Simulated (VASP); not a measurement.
# VN2 (I4/mcm) in VASP: a series of runs

Runs on VN2. Level: PBEsol. Tasks: single point.

Program: VASP 6.6.1. These are calculated values, not measurements. Logs are shortened: lines on timing, memory, paths and dates and some standing lists are left out, and cuts for length are marked.

### 1 The cell of the first run

Symmetry: I4/mcm, No. 140, tetragonal system. Conventional cell: a = 4.261 Å, b = 4.261 Å, c = 4.788 Å, α = 90.00°, β = 90.00°, γ = 90.00°. Within 2.8 Å of V (site symmetry 422) lie 8 N at 2.09 Å and 2 V at 2.39 Å. Within 1.8 Å of N (site symmetry m2m) lie 1 N at 1.38 Å.

### 2 Single point, PBEsol (strain +0.000 along x and y, -0.025 along z)

Input file INCAR:

```
SYSTEM = VN2
  PREC = Accurate
  ENCUT = 520
  EDIFF = 1E-6
  ISMEAR = 0
  SIGMA = 0.15
  LREAL = .FALSE.
  LASPH = .TRUE.
  NELM = 80
  ALGO = Normal
  ISIF = 2
  LWAVE = .FALSE.
  LCHARG = .FALSE.
  GGA = PS
  NBANDS = 32
```

Input file KPOINTS:

```
regular mesh
0
G
  16 16 16
  0 0 0
```

Input file POSCAR:

```
VN2
1.0
   -2.1303226053      2.1303226053      2.3938994250
    2.1303226053     -2.1303226053      2.3938994250
    2.1303226053      2.1303226053     -2.3938994250
V N
2 4
Direct
    0.2500000000      0.2500000000      0.0000000000
    0.7500000000      0.7500000000      0.0000000000
    0.1142608421      0.6142608421      0.7285216842
    0.6142608421      0.8857391579      0.5000000000
    0.8857391579      0.3857391579      0.2714783159
    0.3857391579      0.1142608421      0.5000000000
```

Potentials or basis: VASP PAW PBE potentials, release 64 (V_sv, N).

Command:

```
> cat potpaw_PBE.64/V_sv/POTCAR potpaw_PBE.64/N/POTCAR > POTCAR
> mpirun -np 1 vasp_std > vasp.out
```

OUTCAR:

```text
SYSTEM = VN2
   PREC = Accurate
   ENCUT = 520
   EDIFF = 1E-6
   ISMEAR = 0
   LREAL = .FALSE.
   LASPH = .TRUE.
   NELM = 80
   ISIF = 2
   GGA = PS

 ion  position               nearest neighbor table
   1  0.250  0.250  0.000-   5 2.09   3 2.09   6 2.09   6 2.09   4 2.09   4 2.09   3 2.09   5 2.09
                             2 2.39   2 2.39
   2  0.750  0.750  0.000-   5 2.09   3 2.09   4 2.09   4 2.09   6 2.09   6 2.09   3 2.09   5 2.09
                             1 2.39   1 2.39
   3  0.114  0.614  0.729-   5 1.38   1 2.09   2 2.09   2 2.09   1 2.09
   4  0.614  0.886  0.500-   6 1.38   2 2.09   1 2.09   2 2.09   1 2.09
   5  0.886  0.386  0.271-   3 1.38   2 2.09   1 2.09   2 2.09   1 2.09
   6  0.386  0.114  0.500-   4 1.38   1 2.09   2 2.09   1 2.09   2 2.09

  LATTYP: Found a body centered tetragonal cell.
 ALAT       =     4.2606452106
 C/A-ratio  =     1.1237262465

  Lattice vectors:

 A1 = (  -2.1303226053,   2.1303226053,   2.3938994250)
 A2 = (   2.1303226053,  -2.1303226053,   2.3938994250)
 A3 = (   2.1303226053,   2.1303226053,  -2.3938994250)

Analysis of symmetry for initial positions (statically):
=====================================================================
 Subroutine PRICEL returns:
 Original cell was already a primitive cell.

 Routine SETGRP: Setting up the symmetry group for a
 body centered tetragonal supercell.

 Subroutine GETGRP returns: Found 16 space group operations
 (whereof  8 operations were pure point group operations)
 out of a pool of 16 trial point group operations.

The static configuration has the point symmetry C_4h.
 The point group associated with its full space group is D_4h.

Analysis of symmetry for dynamics (positions and initial velocities):
=====================================================================
 Subroutine PRICEL returns:
 Original cell was already a primitive cell.

 Routine SETGRP: Setting up the symmetry group for a
 body centered tetragonal supercell.

 Subroutine GETGRP returns: Found 16 space group operations
 (whereof  8 operations were pure point group operations)
 out of a pool of 16 trial point group operations.

The dynamic configuration has the point symmetry C_4h.
 The point group associated with its full space group is D_4h.

 Subroutine INISYM returns: Found 16 space group operations
 (whereof  8 operations are pure point group operations),
 and found     1 'primitive' translations

----------------------------------------------------------------------------------------

                                     Primitive cell

  volume of cell :      43.4567

  direct lattice vectors                    reciprocal lattice vectors
    -2.130322605  2.130322605  2.393899425     0.000000000  0.234706236  0.208864247
     2.130322605 -2.130322605  2.393899425     0.234706236  0.000000000  0.208864247
     2.130322605  2.130322605 -2.393899425     0.234706236  0.234706236  0.000000000

  length of vectors
     3.848025892  3.848025892  3.848025892     0.314183530  0.314183530  0.331924742

  position of ions in fractional coordinates (direct lattice)
     0.250000000  0.250000000  0.000000000
     0.750000000  0.750000000  0.000000000
     0.114260842  0.614260842  0.728521684
     0.614260842  0.885739158  0.500000000
     0.885739158  0.385739158  0.271478316
     0.385739158  0.114260842  0.500000000

  ion indices of the primitive-cell ions
   primitive index   ion index
                 1           1
                 2           2
                 3           3
                 4           4
                 5           5
                 6           6

----------------------------------------------------------------------------------------

 KPOINTS: regular mesh

Automatic generation of k-mesh.
 Grid dimensions read from file:
 generate k-points for:   16   16   16

 Generating k-lattice:

  Cartesian coordinates                     Fractional coordinates (reciprocal lattice)
     0.000000000  0.014669140  0.013054015     0.062500000 -0.000000000  0.000000000
     0.014669140  0.000000000  0.013054015    -0.000000000  0.062500000  0.000000000
     0.014669140  0.014669140  0.000000000     0.000000000  0.000000000  0.062500000

  Length of vectors
     0.019636471  0.019636471  0.020745296

  Shift w.r.t. Gamma in fractional coordinates (k-lattice)
     0.000000000  0.000000000  0.000000000

 Subroutine IBZKPT returns following result:
 ===========================================

 Found    349 irreducible k-points:

 Following reciprocal coordinates:
            Coordinates               Weight
  0.000000  0.000000  0.000000      1.000000
  0.062500  0.000000  0.000000      8.000000
  0.125000  0.000000  0.000000      8.000000
  0.187500  0.000000  0.000000      8.000000
  0.250000  0.000000  0.000000      8.000000
  0.312500  0.000000 -0.000000      8.000000
[... 16 lines left out ...]
 -0.125000  0.062500  0.000000     16.000000
 -0.062500  0.062500  0.000000      4.000000
 [... further k-points ...]
   k-points           NKPTS =    349   k-points in BZ     NKDIM =    349   number of bands    NBANDS=     32
   number of dos      NEDOS =    301   number of ions     NIONS =      6
   total plane-waves  NPLWV =  27000
   dimension x,y,z NGX =    30 NGY =   30 NGZ =   30
   dimension x,y,z NGXF=    60 NGYF=   60 NGZF=   60
   ions per type =               2   4
   NGX,Y,Z   is equivalent  to a cutoff of  12.96, 12.96, 12.96 a.u.
   NGXF,Y,Z  is equivalent  to a cutoff of  25.92, 25.92, 25.92 a.u.
 SYSTEM =  VN2
   PREC   = accura    normal or accurate (medium, high low for compatibility)
   ISTART =      0    job   : 0-new  1-cont  2-samecut
   ICHARG =      2    charge: 1-file 2-atom 10-const
   ISPIN  =      1    spin polarized calculation?
   LNONCOLLINEAR =      F non collinear calculations
   LSORBIT =      F    spin-orbit coupling
   LASPH  =      T    aspherical Exc in radial PAW
   ENCUT  =  520.0 eV  38.22 Ry    6.18 a.u.   7.15  7.15  7.15*2*pi/ulx,y,z
   NELM   =     80;   NELMIN=  2; NELMDL= -5     # of ELM steps
   EDIFF  = 0.1E-05   stopping-criterion for ELM
   LREAL  =      F    real-space projection
   EDIFFG = 0.1E-04   stopping-criterion for IOM
   NSW    =      0    number of steps for IOM
   IBRION =     -1    ionic relax: 0-MD 1-quasi-New 2-CG
   NFREE  =      0    steps in history (QN), initial steepest desc. (CG)
   ISIF   =      2    stress and relaxation
   ISYM   =      2    0-nonsym 1-usesym 2-fastsym
   POTIM  = 0.5000    time-step for ionic-motion
   TEBEG  =    0.0;   TEEND  =   0.0 temperature during run
   PSTRESS=    0.0 pullay stress
   NELECT =      46.0000    total number of electrons
   NUPDOWN=      -1.0000    fix difference up-down
   EMIN   =  10.00;   EMAX   =-10.00  energy-range for DOS
   EFERMI =   0.00;   METHOD = LEGACY
   ISMEAR =     0;   SIGMA  =   0.15  broadening in eV -4-tet -1-fermi 0-gaus
   EFERMI_NEDOS =   21; number of points for ismear=-14 and -15
   IALGO  =     38    algorithm
   IMIX   =      4    mixing-type and parameters
     AMIX     =   0.40;   BMIX     =  1.00
     AMIX_MAG =   1.60;   BMIX_MAG =  1.00
  volume/ion in A,a.u.               =       7.24        48.88
  Fermi-wavevector in a.u.,A,eV,Ry     =   1.668432  3.152880 37.874075  2.783666
  Thomas-Fermi vector in A             =   2.754281
   LORBIT       =      0    0 simple, 1 ext, 2 COOP (PROOUT), +10 PAW based schemes
   GGA     = PS    functional components
   LHFCALC =     F    Hartree Fock is set to
   AEXX    =    0.0000 exact exchange contribution
   IVDW    =     0    specifies the selected vdW correction
   LEPSILON=     F    determine dielectric tensor
   LRPA    =     F    only Hartree local field effects (RPA)
 non-spin polarized calculation
 Gauss-broadening in eV      SIGMA  =   0.15
  energy-cutoff  :      520.00
  volume of cell :       43.46
 maximum number of plane-waves:      1186
 NGX is ok and might be reduce to    30
   NGX = 15   NGY = 15   NGZ = 15

 number of electron      45.9999985 magnetization

 Free energy of the ion-electron system (eV)
  ---------------------------------------------------
  ext. energy  EPLUGINS =         0.00000000
  ---------------------------------------------------
  free energy    TOTEN  =       -56.92790836 eV

  energy without entropy =      -56.90680506  energy(sigma->0) =      -56.91735671

 E-fermi :  12.2727     XC(G=0): -14.2305

 val. band max:       12.2708603582   @ k =  -0.0625   0.5000   0.0625
 cond. band min:      12.2731895298   @ k =   0.5000   0.3750   0.0625
 fundamental gap:      0.0023291716
 Fermi energy:        12.2727249649

 k-point     1 :       0.0000    0.0000    0.0000
  band No.  band energies     occupation
      1     -53.0941      2.00000
      2     -52.8517      2.00000
      3     -27.4709      2.00000
      4     -27.0587      2.00000
      5     -27.0587      2.00000
      6     -27.0316      2.00000
[... 24 lines left out ...]
     31      14.7104      0.00000
     32      17.1693      0.00000

 k-point     2 :       0.0625    0.0000    0.0000
  band No.  band energies     occupation
      1     -53.0917      2.00000
      2     -52.8540      2.00000
      3     -27.4603      2.00000
      4     -27.0593      2.00000
      5     -27.0588      2.00000
      6     -27.0325      2.00000
[... 24 lines left out ...]
     31      14.7830      0.00000
     32      17.1024      0.00000
[... 733 lines left out ...]
     31      14.9737      0.00000
     32      16.9223      0.00000

 k-point    24 :      -0.0625    0.0625    0.0000
  band No.  band energies     occupation
      1     -53.0934      2.00000
      2     -52.8523      2.00000
      3     -27.4726      2.00000
      4     -27.0677      2.00000
      5     -27.0578      2.00000
      6     -27.0326      2.00000
[... 24 lines left out ...]
     31      14.7959      0.00000
     32      17.0756      0.00000

 [... further k-points ...]

------------------------ aborting loop because EDIFF is reached ----------------------------------------

  FORCE on cell =-STRESS in cart. coord.  units (eV):
  Direction    XX          YY          ZZ          XY          YZ          ZX
  --------------------------------------------------------------------------------------
  -------------------------------------------------------------------------------------
  Total        1.4464027      1.4464027      5.0781980      0.0000000     -0.0000000      0.0000000
  in kB       53.3265114     53.3265114    187.2248824      0.0000000     -0.0000000      0.0000000
  external PRESSURE =      97.9593018 kB  Pullay stress =       0.0000000 kB

 VOLUME and BASIS-vectors are now :
 -----------------------------------------------------------------------------
  energy-cutoff  :      520.00
  volume of cell :       43.46
      direct lattice vectors                 reciprocal lattice vectors
    -2.130322605  2.130322605  2.393899425     0.000000000  0.234706236  0.208864247
     2.130322605 -2.130322605  2.393899425     0.234706236  0.000000000  0.208864247
     2.130322605  2.130322605 -2.393899425     0.234706236  0.234706236  0.000000000

 POSITION                                       TOTAL-FORCE (eV/Angst)
 -----------------------------------------------------------------------------------
      0.00000      0.00000      1.19695         0.000000      0.000000     -0.000000
      0.00000      0.00000      3.59085         0.000000      0.000000     -0.000000
      2.61715      0.48682      0.00000         0.122852      0.122852     -0.000000
      1.64350      0.48682      2.39390        -0.122852      0.122852     -0.000000
     -0.48682      1.64350      2.39390        -0.122852     -0.122852     -0.000000
      0.48682      1.64350      0.00000         0.122852     -0.122852      0.000000
 -----------------------------------------------------------------------------------
    total drift:                               -0.000000     -0.000000      0.000000

  FREE ENERGIE OF THE ION-ELECTRON SYSTEM (eV)
  ---------------------------------------------------
  free  energy   TOTEN  =       -56.9279083568 eV

  energy  without entropy=      -56.9068050613  energy(sigma->0) =      -56.91735671
```

It took 3.5 min on 1 thread of Intel Xeon 6975P-C (Granite Rapids), shared host; peak memory 0.46 GiB.

What came out:

* Free energy: -56.9279 eV
* Pressure: 9.8 GPa
* Largest force: 0.174 eV/Å
* Band gap on the k mesh: zero (bands 23 and 24 overlap by 0.49 eV)

Forces on the atoms (eV/Å):
```
V    0.000  0.000  0.000
V    0.000  0.000  0.000
N    0.123  0.123  0.000
N   -0.123  0.123  0.000
N   -0.123 -0.123  0.000
N    0.123 -0.123  0.000
```

Levels at points of the mesh, in eV from the Fermi level:
| k point | band 20 | band 21 | band 22 | band 23 | band 24 | band 25 | band 26 | band 27 |
| --- | --- | --- | --- | --- | --- | --- | --- | --- |
| (0.00, 0.00, 0.00) | -3.24 | -3.06 | -2.77 | -2.77 | 0.82 | 1.11 | 1.11 | 1.63 |
| (0.50, 0.00, 0.00) | -3.64 | -3.34 | -3.34 | 0.16 | 0.16 | 0.82 | 0.82 | 1.25 |
| (0.50, 0.50, 0.00) | -4.51 | -3.00 | -2.91 | -1.52 | -0.03 | 1.02 | 1.19 | 2.16 |
| (0.50, 0.50, 0.50) | -2.05 | -2.05 | -0.47 | -0.41 | 0.03 | 0.07 | 0.08 | 2.00 |

Caveat: the cell differs from its parent crystal (strain +0.000 along x and y, -0.025 along z); the cell stands under pressure; the PAW data sets were made with another functional, which shifts forces and pressure a little; the run has no spin polarisation, though such a crystal can be magnetic.

### 3 Single point, PBEsol (strain -0.025 along x and y, +0.025 along z)

Input file INCAR:

```
SYSTEM = VN2
PREC = Accurate ; ENCUT = 520
EDIFF = 1E-6 ; ISMEAR = 0
SIGMA = 0.15 ; LREAL = .FALSE.
LASPH = .TRUE. ; NELM = 100
ALGO = Normal ; ISIF = 2
LWAVE = .FALSE. ; LCHARG = .FALSE.
GGA = PS ; NBANDS = 32
```

Input file KPOINTS:

```
Automatic mesh
0
G
  16 16 16
  0 0 0
```

Edit POSCAR of step 2 so:

```diff
@@ -2,5 +2,5 @@
 1.0
-   -2.1303226053      2.1303226053      2.3938994250
-    2.1303226053     -2.1303226053      2.3938994250
-    2.1303226053      2.1303226053     -2.3938994250
+   -2.0770645402      2.0770645402      2.5166634980
+    2.0770645402     -2.0770645402      2.5166634980
+    2.0770645402      2.0770645402     -2.5166634980
 V N
```

Potentials or basis: VASP PAW PBE potentials, release 64 (V_sv, N).

Command:

```
> cat potpaw_PBE.64/V_sv/POTCAR potpaw_PBE.64/N/POTCAR > POTCAR
> mpirun -np 1 vasp_std > vasp.out
```

It took 3.5 min on 1 thread of Intel Xeon 6975P-C (Granite Rapids), shared host; peak memory 0.46 GiB.

It converged, with:

* Free energy: -56.8256 eV
* Pressure: 13.2 GPa
* Largest force: 0.577 eV/Å
* Band gap on the k mesh: zero (bands 23 and 24 overlap by 0.48 eV)

Forces on the atoms (eV/Å):
```
V    0.000  0.000  0.000
V    0.000  0.000  0.000
N    0.408  0.408  0.000
N   -0.408  0.408  0.000
N   -0.408 -0.408  0.000
N    0.408 -0.408  0.000
```

Stress tensor (GPa, compression positive):
```
21.86  0.00  0.00
 0.00 21.86  0.00
 0.00  0.00 -4.02
```

Levels at points of the mesh, in eV from the Fermi level:
| k point | band 19 | band 20 | band 21 | band 22 | band 23 | band 24 | band 25 | band 26 | band 27 | band 28 |
| --- | --- | --- | --- | --- | --- | --- | --- | --- | --- | --- |
| (0.00, 0.00, 0.00) | -3.64 | -3.17 | -2.76 | -2.76 | -2.47 | 0.81 | 0.81 | 0.95 | 1.26 | 1.98 |
| (0.50, 0.00, 0.00) | -3.53 | -3.53 | -3.49 | -3.49 | 0.22 | 0.22 | 0.85 | 0.85 | 1.00 | 1.00 |
| (0.50, 0.50, 0.00) | -5.43 | -5.09 | -2.98 | -2.73 | -1.25 | 0.26 | 0.67 | 1.31 | 1.93 | 2.29 |
| (0.50, 0.50, 0.50) | -5.34 | -2.64 | -2.64 | -0.67 | -0.23 | 0.02 | 0.11 | 0.33 | 2.03 | 2.17 |

Caveat: the cell differs from its parent crystal (strain -0.025 along x and y, +0.025 along z); the cell stands under pressure; the PAW data sets were made with another functional, which shifts forces and pressure a little; the run has no spin polarisation, though such a crystal can be magnetic.

[end of part 1 of 2]
